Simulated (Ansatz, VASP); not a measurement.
ZnCu in VASP and in Ansatz

Contents of POSCAR:

```
ZnCu
1.0
    2.9778342254      0.0000000000      0.0000000000
    0.0000000000      2.9778342254      0.0000000000
    0.0000000000      0.0000000000      2.9778342254
Zn Cu
1 1
Direct
    0.5000000000      0.5000000000      0.5000000000
    0.0000000000      0.0000000000      0.0000000000
```

INCAR.step1

```
SYSTEM = ZnCu
  PREC = Accurate
  ENCUT = 520
  ISMEAR = -1
  SIGMA = 0.05
  LREAL = .FALSE.
  LASPH = .TRUE.
  NELM = 60
  NBANDS = 18
  GGA = PE
  ALGO = Normal
  EDIFF = 1E-4
  LWAVE = .TRUE.
  LCHARG = .FALSE.
```

The input INCAR.step2:

```
SYSTEM = ZnCu
  PREC = Accurate
  ENCUT = 520
  EDIFF = 1E-8
  ISMEAR = -1
  SIGMA = 0.05
  LREAL = .FALSE.
  LASPH = .TRUE.
  NELM = 60
  ALGO = Normal
  ISIF = 2
  LWAVE = .FALSE.
  LCHARG = .FALSE.
  METAGGA = R2SCAN
  LMIXTAU = .TRUE.
  LEFG = .TRUE.
  NBANDS = 18
  ISTART = 1
```

File KPOINTS:

```
Automatic mesh
0
G
  12 12 12
  0 0 0
```

Input for Ansatz:

```yaml
crystal:
  lattice:
    - [2.9778342254, 0.0, 0.0]
    - [0.0, 2.9778342254, 0.0]
    - [0.0, 0.0, 2.9778342254]
  atoms:
    - { symbol: Zn, position: [0.5, 0.5, 0.5] }
    - { symbol: Cu, position: [0.0, 0.0, 0.0] }
kpoints:
  mp_grid: { grid: [12, 12, 12] }
scf:
  occupations: { method: fermi_dirac, width: 0.05 }
hamiltonian:
  xc: r2scan
  pseudopotentials: { kind: paw }
output:
  forces: true
  stress: true
  eigenvalues: true
  efg: { contact_densities: true }
```

Change from the starting cell: volume scaled by 1.06, PAW files.

Alike in both runs: task electric field gradients; functional r2SCAN; k mesh 12 × 12 × 12; occupations fermi-dirac, width 0.05 eV; no spin polarisation.

|  | VASP | Ansatz |
| --- | --- | --- |
| version | VASP 6.6.1 | Ansatz 0.2.0 |
| potentials or method | VASP PAW PBE potentials, release 64 (Zn, Cu) | PAW with Ansatz's default frozen-core files, scalar-relativistic |
| plane-wave cutoff (eV) | 520 | 500 |
| valence electrons in the cell | 23 | 31 |

|  | VASP | Ansatz | Ansatz less VASP |
| --- | --- | --- | --- |
| pressure (GPa) | -6.1 | -6.8 | -0.71 |

VASP's potentials were made for PBE, not for r2SCAN. VASP's potentials hold 23 valence electrons a cell and Ansatz's 31, so a difference there can come from the potentials and not from the codes.
